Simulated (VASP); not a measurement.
# Al2Au (Fm-3m) in VASP: a series of runs, part 2 of 2

VASP 6.6.1.

### Step 4. Single point, PBE (volume scaled by 0.91)

File INCAR:

```
ALGO     = Fast           # electronic algorithm
EDIFF    = 1E-6           # SCF threshold, eV
ENCUT    = 520            # plane-wave cutoff, eV
GGA      = PE             # functional
ISIF     = 2              # what is computed and relaxed
ISMEAR   = 0              # smearing method
LASPH    = T              # aspherical terms in the spheres
LCHARG   = F              # write CHGCAR
LREAL    = F              # projectors in reciprocal space
LWAVE    = F              # write WAVECAR
NBANDS   = 16             # bands
NELM     = 60             # most SCF steps
PREC     = Accurate       # precision mode
SIGMA    = 0.1            # smearing width, eV
```

File KPOINTS:

```
k-points
0
Gamma
  12 12 12
```

File POSCAR:

```
Al2Au
1.0
    0.0000000000      2.9366060298      2.9366060298
    2.9366060298      0.0000000000      2.9366060298
    2.9366060298      2.9366060298      0.0000000000
Al Au
2 1
Direct
    0.2500000000      0.2500000000      0.2500000000
    0.7500000000      0.7500000000      0.7500000000
    0.0000000000      0.0000000000      0.0000000000
```

Potentials or basis: VASP PAW PBE potentials, release 64 (Al, Au).

Run with:

```bash
$ cat potpaw_PBE.64/Al/POTCAR potpaw_PBE.64/Au/POTCAR > POTCAR
$ mpirun -np 1 vasp_std > vasp.out
```

OUTCAR:

```text
EDIFF = 1E-6
   ENCUT = 520
   GGA = PE
   ISIF = 2
   ISMEAR = 0
   LASPH = T
   LREAL = F
   NELM = 60
   PREC = Accurate

 ion  position               nearest neighbor table
   1  0.250  0.250  0.250-   3 2.54   3 2.54   3 2.54   3 2.54   2 2.94   2 2.94   2 2.94   2 2.94
                             2 2.94   2 2.94
   2  0.750  0.750  0.750-   3 2.54   3 2.54   3 2.54   3 2.54   1 2.94   1 2.94   1 2.94   1 2.94
                             1 2.94   1 2.94
   3  0.000  0.000  0.000-   2 2.54   2 2.54   2 2.54   1 2.54   2 2.54   1 2.54   1 2.54   1 2.54

  LATTYP: Found a face centered cubic cell.
 ALAT       =     5.8732120596

  Lattice vectors:

 A1 = (   0.0000000000,   2.9366060298,   2.9366060298)
 A2 = (   2.9366060298,   0.0000000000,   2.9366060298)
 A3 = (   2.9366060298,   2.9366060298,   0.0000000000)

Analysis of symmetry for initial positions (statically):
=====================================================================
 Subroutine PRICEL returns:
 Original cell was already a primitive cell.

 Routine SETGRP: Setting up the symmetry group for a
 face centered cubic supercell.

 Subroutine GETGRP returns: Found 48 space group operations
 (whereof 48 operations were pure point group operations)
 out of a pool of 48 trial point group operations.

The static configuration has the point symmetry O_h .

Analysis of symmetry for dynamics (positions and initial velocities):
=====================================================================
 Subroutine PRICEL returns:
 Original cell was already a primitive cell.

 Routine SETGRP: Setting up the symmetry group for a
 face centered cubic supercell.

 Subroutine GETGRP returns: Found 48 space group operations
 (whereof 48 operations were pure point group operations)
 out of a pool of 48 trial point group operations.

The dynamic configuration has the point symmetry O_h .

 Subroutine INISYM returns: Found 48 space group operations
 (whereof 48 operations are pure point group operations),
 and found     1 'primitive' translations

----------------------------------------------------------------------------------------

                                     Primitive cell

  volume of cell :      50.6486

  direct lattice vectors                    reciprocal lattice vectors
     0.000000000  2.936606030  2.936606030    -0.170264583  0.170264583  0.170264583
     2.936606030  0.000000000  2.936606030     0.170264583 -0.170264583  0.170264583
     2.936606030  2.936606030  0.000000000     0.170264583  0.170264583 -0.170264583

  length of vectors
     4.152988075  4.152988075  4.152988075     0.294906908  0.294906908  0.294906908

  position of ions in fractional coordinates (direct lattice)
     0.250000000  0.250000000  0.250000000
     0.750000000  0.750000000  0.750000000
     0.000000000  0.000000000  0.000000000

  ion indices of the primitive-cell ions
   primitive index   ion index
                 1           1
                 2           2
                 3           3

----------------------------------------------------------------------------------------

 KPOINTS: k-points

Automatic generation of k-mesh.
 Grid dimensions read from file:
 generate k-points for:   12   12   12

 Generating k-lattice:

  Cartesian coordinates                     Fractional coordinates (reciprocal lattice)
    -0.014188715  0.014188715  0.014188715     0.083333333  0.000000000  0.000000000
     0.014188715 -0.014188715  0.014188715     0.000000000  0.083333333  0.000000000
     0.014188715  0.014188715 -0.014188715     0.000000000  0.000000000  0.083333333

  Length of vectors
     0.024575576  0.024575576  0.024575576

  Shift w.r.t. Gamma in fractional coordinates (k-lattice)
     0.000000000  0.000000000  0.000000000

 Subroutine IBZKPT returns following result:
 ===========================================

 Found     72 irreducible k-points:

 Following reciprocal coordinates:
            Coordinates               Weight
  0.000000  0.000000  0.000000      1.000000
  0.083333  0.000000  0.000000      8.000000
  0.166667  0.000000  0.000000      8.000000
  0.250000  0.000000  0.000000      8.000000
  0.333333  0.000000  0.000000      8.000000
  0.416667  0.000000  0.000000      8.000000
[... 16 lines left out ...]
  0.500000  0.166667  0.000000     24.000000
 -0.416667  0.166667  0.000000     24.000000
 [... further k-points ...]
   k-points           NKPTS =     72   k-points in BZ     NKDIM =     72   number of bands    NBANDS=     16
   number of dos      NEDOS =    301   number of ions     NIONS =      3
   total plane-waves  NPLWV =  32768
   dimension x,y,z NGX =    32 NGY =   32 NGZ =   32
   dimension x,y,z NGXF=    64 NGYF=   64 NGZF=   64
   ions per type =               2   1
   NGX,Y,Z   is equivalent  to a cutoff of  12.81, 12.81, 12.81 a.u.
   NGXF,Y,Z  is equivalent  to a cutoff of  25.62, 25.62, 25.62 a.u.
 SYSTEM =  unknown system
   PREC   = accura    normal or accurate (medium, high low for compatibility)
   ISTART =      0    job   : 0-new  1-cont  2-samecut
   ICHARG =      2    charge: 1-file 2-atom 10-const
   ISPIN  =      1    spin polarized calculation?
   LNONCOLLINEAR =      F non collinear calculations
   LSORBIT =      F    spin-orbit coupling
   LASPH  =      T    aspherical Exc in radial PAW
   ENCUT  =  520.0 eV  38.22 Ry    6.18 a.u.   7.72  7.72  7.72*2*pi/ulx,y,z
   NELM   =     60;   NELMIN=  2; NELMDL= -5     # of ELM steps
   EDIFF  = 0.1E-05   stopping-criterion for ELM
   LREAL  =      F    real-space projection
   EDIFFG = 0.1E-04   stopping-criterion for IOM
   NSW    =      0    number of steps for IOM
   IBRION =     -1    ionic relax: 0-MD 1-quasi-New 2-CG
   NFREE  =      0    steps in history (QN), initial steepest desc. (CG)
   ISIF   =      2    stress and relaxation
   ISYM   =      2    0-nonsym 1-usesym 2-fastsym
   POTIM  = 0.5000    time-step for ionic-motion
   TEBEG  =    0.0;   TEEND  =   0.0 temperature during run
   PSTRESS=    0.0 pullay stress
   NELECT =      17.0000    total number of electrons
   NUPDOWN=      -1.0000    fix difference up-down
   EMIN   =  10.00;   EMAX   =-10.00  energy-range for DOS
   EFERMI =   0.00;   METHOD = LEGACY
   ISMEAR =     0;   SIGMA  =   0.10  broadening in eV -4-tet -1-fermi 0-gaus
   EFERMI_NEDOS =   21; number of points for ismear=-14 and -15
   IALGO  =     68    algorithm
   IMIX   =      4    mixing-type and parameters
     AMIX     =   0.40;   BMIX     =  1.00
     AMIX_MAG =   1.60;   BMIX_MAG =  1.00
  volume/ion in A,a.u.               =      16.88       113.93
  Fermi-wavevector in a.u.,A,eV,Ry     =   1.137720  2.149979 17.611479  1.294407
  Thomas-Fermi vector in A             =   2.274425
   LORBIT       =      0    0 simple, 1 ext, 2 COOP (PROOUT), +10 PAW based schemes
   GGA     = PE    functional components
   LHFCALC =     F    Hartree Fock is set to
   AEXX    =    0.0000 exact exchange contribution
   IVDW    =     0    specifies the selected vdW correction
   LEPSILON=     F    determine dielectric tensor
   LRPA    =     F    only Hartree local field effects (RPA)
 non-spin polarized calculation
 RMM-DIIS sequential band-by-band and
 Gauss-broadening in eV      SIGMA  =   0.10
  energy-cutoff  :      520.00
  volume of cell :       50.65
 maximum number of plane-waves:      1384
   NGX = 15   NGY = 15   NGZ = 15

 number of electron      16.9999999 magnetization

 Free energy of the ion-electron system (eV)
  ---------------------------------------------------
  ext. energy  EPLUGINS =         0.00000000
  ---------------------------------------------------
  free energy    TOTEN  =       -11.85429946 eV

  energy without entropy =      -11.84942512  energy(sigma->0) =      -11.85186229

 E-fermi :   8.5769     XC(G=0): -10.8074

 val. band max:        8.5194698104   @ k =   0.5000   0.1667   0.0833
 cond. band min:       8.6126232681   @ k =   0.2500   0.1667   0.0833
 fundamental gap:      0.0931534577
 Fermi energy:         8.5768842040

 k-point     1 :       0.0000    0.0000    0.0000
  band No.  band energies     occupation
      1      -2.4694      2.00000
      2       1.5958      2.00000
      3       1.5958      2.00000
      4       1.5958      2.00000
      5       2.6232      2.00000
      6       2.6232      2.00000
[... 433 lines left out ...]
      3       1.9696      2.00000
      4       2.0049      2.00000
      5       2.6987      2.00000
      6       2.7152      2.00000
[... 8 lines left out ...]
     15      17.0261      0.00000
     16      17.7275      0.00000

 [... further k-points ...]

------------------------ aborting loop because EDIFF is reached ----------------------------------------

  FORCE on cell =-STRESS in cart. coord.  units (eV):
  Direction    XX          YY          ZZ          XY          YZ          ZX
  --------------------------------------------------------------------------------------
  -------------------------------------------------------------------------------------
  Total        3.7993799      3.7993799      3.7993799      0.0000000      0.0000000     -0.0000000
  in kB      120.1866559    120.1866559    120.1866559      0.0000000      0.0000000     -0.0000000
  external PRESSURE =     120.1866559 kB  Pullay stress =       0.0000000 kB

 VOLUME and BASIS-vectors are now :
 -----------------------------------------------------------------------------
  energy-cutoff  :      520.00
  volume of cell :       50.65
      direct lattice vectors                 reciprocal lattice vectors
     0.000000000  2.936606030  2.936606030    -0.170264583  0.170264583  0.170264583
     2.936606030  0.000000000  2.936606030     0.170264583 -0.170264583  0.170264583
     2.936606030  2.936606030  0.000000000     0.170264583  0.170264583 -0.170264583

 POSITION                                       TOTAL-FORCE (eV/Angst)
 -----------------------------------------------------------------------------------
      1.46830      1.46830      1.46830        -0.000000     -0.000000     -0.000000
      4.40491      4.40491      4.40491         0.000000      0.000000      0.000000
      0.00000      0.00000      0.00000        -0.000000     -0.000000     -0.000000
 -----------------------------------------------------------------------------------
    total drift:                                0.000000     -0.000000      0.000000

  FREE ENERGIE OF THE ION-ELECTRON SYSTEM (eV)
  ---------------------------------------------------
  free  energy   TOTEN  =       -11.8542994638 eV

  energy  without entropy=      -11.8494251168  energy(sigma->0) =      -11.85186229
```

Run time: 30 s. Hardware: 1 thread of Intel Xeon 6975P-C, shared host; peak memory 0.21 GiB.

Results:

```yaml
Free_energy: -11.8543 eV
Pressure: 12.0 GPa
```

Caveat: spin-orbit coupling is left out, which moves the levels of the heavy elements.

### Step 5. Single point, PBE (volume scaled by 0.94)

File INCAR:

```
SYSTEM = Al2Au
  PREC = Accurate
  ENCUT = 520
  EDIFF = 1E-6
  ISMEAR = 0
  SIGMA = 0.1
  LREAL = .False.
  LASPH = .True.
  NELM = 80
  ALGO = Normal
  ISIF = 2
  LWAVE = .False.
  LCHARG = .False.
  GGA = PE
  NBANDS = 16
```

File KPOINTS:

```
regular mesh
0
Gamma
  12 12 12
  0 0 0
```

File POSCAR:

```
Al2Au
1.0
    0.0000000000      2.9685281615      2.9685281615
    2.9685281615      0.0000000000      2.9685281615
    2.9685281615      2.9685281615      0.0000000000
Al Au
2 1
Direct
    0.2500000000      0.2500000000      0.2500000000
    0.7500000000      0.7500000000      0.7500000000
    0.0000000000      0.0000000000      0.0000000000
```

Potentials or basis: VASP PAW PBE potentials, release 64 (Al, Au).

Run with:

```bash
$ cat potpaw_PBE.64/Al/POTCAR potpaw_PBE.64/Au/POTCAR > POTCAR
$ mpirun -np 1 vasp_std > vasp.out
```

OUTCAR:

```text
SYSTEM = Al2Au
   PREC = Accurate
   ENCUT = 520
   EDIFF = 1E-6
   ISMEAR = 0
   LREAL = .False.
   LASPH = .True.
   NELM = 80
   ISIF = 2
   GGA = PE

 ion  position               nearest neighbor table
   1  0.250  0.250  0.250-   3 2.57   3 2.57   3 2.57   3 2.57   2 2.97   2 2.97   2 2.97   2 2.97
                             2 2.97   2 2.97
   2  0.750  0.750  0.750-   3 2.57   3 2.57   3 2.57   3 2.57   1 2.97   1 2.97   1 2.97   1 2.97
                             1 2.97   1 2.97
   3  0.000  0.000  0.000-   2 2.57   2 2.57   2 2.57   1 2.57   2 2.57   1 2.57   1 2.57   1 2.57

  LATTYP: Found a face centered cubic cell.
 ALAT       =     5.9370563230

  Lattice vectors:

 A1 = (   0.0000000000,   2.9685281615,   2.9685281615)
 A2 = (   2.9685281615,   0.0000000000,   2.9685281615)
 A3 = (   2.9685281615,   2.9685281615,   0.0000000000)

Analysis of symmetry for initial positions (statically):
=====================================================================
 Subroutine PRICEL returns:
 Original cell was already a primitive cell.

 Routine SETGRP: Setting up the symmetry group for a
 face centered cubic supercell.

 Subroutine GETGRP returns: Found 48 space group operations
[... 9 lines left out ...]

[... 153 lines left out ...]
  free energy    TOTEN  =       -11.95469896 eV

  energy without entropy =      -11.94989331  energy(sigma->0) =      -11.95229613

 E-fermi :   8.1811     XC(G=0): -10.6643

 val. band max:        8.1359129045   @ k =   0.5000   0.1667   0.0833
 cond. band min:       8.1890620214   @ k =   0.2500   0.1667   0.0833
 fundamental gap:      0.0531491170
 Fermi energy:         8.1810919102

 k-point     1 :       0.0000    0.0000    0.0000
  band No.  band energies     occupation
      1      -2.6174      2.00000
      2       1.3898      2.00000
      3       1.3898      2.00000
      4       1.3898      2.00000
      5       2.3817      2.00000
      6       2.3817      2.00000
[... 433 lines left out ...]
      3       1.7581      2.00000
      4       1.7842      2.00000
      5       2.4505      2.00000
      6       2.4564      2.00000
[... 8 lines left out ...]
     15      16.5223      0.00000
     16      17.1380      0.00000

 [... further k-points ...]
[... 5 lines left out ...]
  --------------------------------------------------------------------------------------
  -------------------------------------------------------------------------------------
  Total        2.3668606      2.3668606      2.3668606     -0.0000000     -0.0000000      0.0000000
  in kB       72.4819296     72.4819296     72.4819296     -0.0000000     -0.0000000      0.0000000
  external PRESSURE =      72.4819296 kB  Pullay stress =       0.0000000 kB

 VOLUME and BASIS-vectors are now :
 -----------------------------------------------------------------------------
  energy-cutoff  :      520.00
  volume of cell :       52.32
      direct lattice vectors                 reciprocal lattice vectors
     0.000000000  2.968528162  2.968528162    -0.168433639  0.168433639  0.168433639
     2.968528162  0.000000000  2.968528162     0.168433639 -0.168433639  0.168433639
     2.968528162  2.968528162  0.000000000     0.168433639  0.168433639 -0.168433639

 POSITION                                       TOTAL-FORCE (eV/Angst)
 -----------------------------------------------------------------------------------
      1.48426      1.48426      1.48426         0.000000     -0.000000      0.000000
      4.45279      4.45279      4.45279        -0.000000      0.000000     -0.000000
      0.00000      0.00000      0.00000         0.000000     -0.000000      0.000000
 -----------------------------------------------------------------------------------
    total drift:                                0.000000     -0.000000      0.000000

  FREE ENERGIE OF THE ION-ELECTRON SYSTEM (eV)
  ---------------------------------------------------
  free  energy   TOTEN  =       -11.9546989575 eV

  energy  without entropy=      -11.9498933102  energy(sigma->0) =      -11.95229613
```

stdout:

```text
POSCAR found type information on POSCAR AlAu
 POSCAR found :  2 types and       3 ions
 scaLAPACK will be used
 LDA part: xc-table for (Slater+PW92), standard interpolation
 POSCAR, INCAR and KPOINTS ok, starting setup
 FFT: planning ... GRIDC
 FFT: planning ... GRID_SOFT
 FFT: planning ... GRID
 WAVECAR not read
 entering main loop
```

Run time: 32 s. Hardware: 1 thread of Intel Xeon 6975P-C, shared host; peak memory 0.21 GiB.

What came out:

| Property | Result |
| --- | --- |
| Free energy | -11.9547 eV |
| Pressure | 7.2 GPa |

Caveat: spin-orbit coupling is left out, which moves the levels of the heavy elements.

### Step 6. Single point, PBE (volume scaled by 0.97)

INCAR is that of step 5.

KPOINTS is that of step 5.

File POSCAR:

```
Al2Au
1.0
    0.0000000000      2.9997781228      2.9997781228
    2.9997781228      0.0000000000      2.9997781228
    2.9997781228      2.9997781228      0.0000000000
Al Au
2 1
Direct
    0.2500000000      0.2500000000      0.2500000000
    0.7500000000      0.7500000000      0.7500000000
    0.0000000000      0.0000000000      0.0000000000
```

Potentials or basis: VASP PAW PBE potentials, release 64 (Al, Au).

Run with:

```bash
$ cat potpaw_PBE.64/Al/POTCAR potpaw_PBE.64/Au/POTCAR > POTCAR
$ mpirun -np 1 vasp_std > vasp.out
```

Wall time 35 s (1 thread of Intel Xeon 6975P-C, shared host); peak memory 0.21 GiB.

Results (log left out):

```
Free energy : -12.0089 eV
Pressure    : 3.2 GPa
```

Levels at points of the mesh, in eV from the Fermi level:
```csv
k point,band 5,band 6,band 7,band 8,band 9,band 10,band 11,band 12,band 13,band 14
"(0.00, 0.00, 0.00)",-5.65,-5.65,2.23,2.95,2.95,2.95,3.90,3.90,3.90,5.73
"(0.50, 0.00, 0.00)",-5.53,-5.53,-5.46,0.35,0.35,3.28,3.59,3.80,3.80,8.83
"(0.50, 0.50, 0.00)",-5.80,-5.35,-5.03,-2.12,-2.12,1.25,2.09,7.63,9.81,9.81
```

Caveat: spin-orbit coupling is left out, which moves the levels of the heavy elements.

### Step 7. The runs side by side

```tsv
cell	gap on the mesh (eV)	pressure (GPa)
a = 4.286 Å, angles 60.0°, 3 atoms	none	-0.2
a = 4.107 Å, angles 60.0°, 3 atoms	none	17.8
a = 4.153 Å, angles 60.0°, 3 atoms	none	12.0
a = 4.198 Å, angles 60.0°, 3 atoms	none	7.2
a = 4.242 Å, angles 60.0°, 3 atoms	none	3.2
```

Alike in all rows: task single point; level PBE; potentials or basis VASP PAW PBE potentials, release 64 (Al, Au); no spin polarisation; k mesh 12 × 12 × 12; cutoff (eV) 520; smearing gaussian 0.1 eV.

Caveats: spin-orbit coupling is left out, which moves the levels of the heavy elements.

Absolute energies hang on the potentials; compare differences alone.
